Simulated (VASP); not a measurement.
Set up this calculation in VASP 6.6.1, as the native input.

| Quantity | Value |
| --- | --- |
| Task | single point |
| Functional | PBEsol |
| Potentials or basis | VASP PAW PBE potentials, release 64 (Sb, Mn_pv) |
| Cutoff | 520 eV |
| k mesh | 7 × 7 × 5 |
| Occupations | fermi-dirac, width 0.05 eV |
| Spin | collinear spin, ferromagnetic start |
| Starting moments | [0.0, 0.0, 4.0, 4.0] μB |
| Dipole correction | no |
| Further INCAR settings | ALGO = Normal; EDIFF = 1e-06; NBANDS = 30 |

The structure of MnSb lies in POSCAR:

```
MnSb
1.0
    4.1774842447      0.0000000000      0.0000000000
   -2.0887421223      3.6178074798      0.0000000000
    0.0000000000      0.0000000000      5.8182792613
Sb Mn
2 2
Direct
    0.6666666667      0.3333333333      0.7500000000
    0.3333333333      0.6666666667      0.2500000000
    0.0000000000      0.0000000000      0.5000000000
    0.0000000000      0.0000000000      0.0000000000
```

These files were run (other wordings do the same):

INCAR

```
SYSTEM = MnSb
ALGO = Normal ; EDIFF = 1E-6
ENCUT = 520 ; GGA = PS
ISIF = 2 ; ISMEAR = -1
ISPIN = 2 ; LASPH = .TRUE.
LCHARG = .TRUE. ; LELF = .TRUE.
LMAXMIX = 4 ; LORBIT = 11
LREAL = .FALSE. ; LVHAR = .TRUE.
LWAVE = .FALSE. ; MAGMOM = 0 0 4 4
NBANDS = 30 ; NELM = 150
PREC = Accurate ; SIGMA = 0.05
```

KPOINTS

```
k-points
0
G
  7 7 5
  0 0 0
```

Potentials or basis: VASP PAW PBE potentials, release 64 (Sb, Mn_pv).

The run is started by

```sh
$ cat potpaw_PBE.64/Sb/POTCAR potpaw_PBE.64/Mn_pv/POTCAR > POTCAR
$ mpirun -np 1 vasp_std > vasp.out
```

Results of the run:

```yaml
Pressure: -7.7 GPa
Net_moment: 6.82 μB per cell
Site_moments: Sb -0.13; Mn +3.44 μB
Valence_electrons_inside_the_program's_atomic_spheres: Sb 2.43; Mn 11.49
```

Caveat: the cell stands under tension; the PAW data sets were made with another functional, which shifts forces and pressure a little; the run started ferromagnetic, and an antiferromagnetic order may lie lower in energy.

Run time: 77 s on 1 thread of AMD EPYC 9R45 96-Core Processor (Zen 5), with other jobs on the host, peak memory 0.27 GiB.
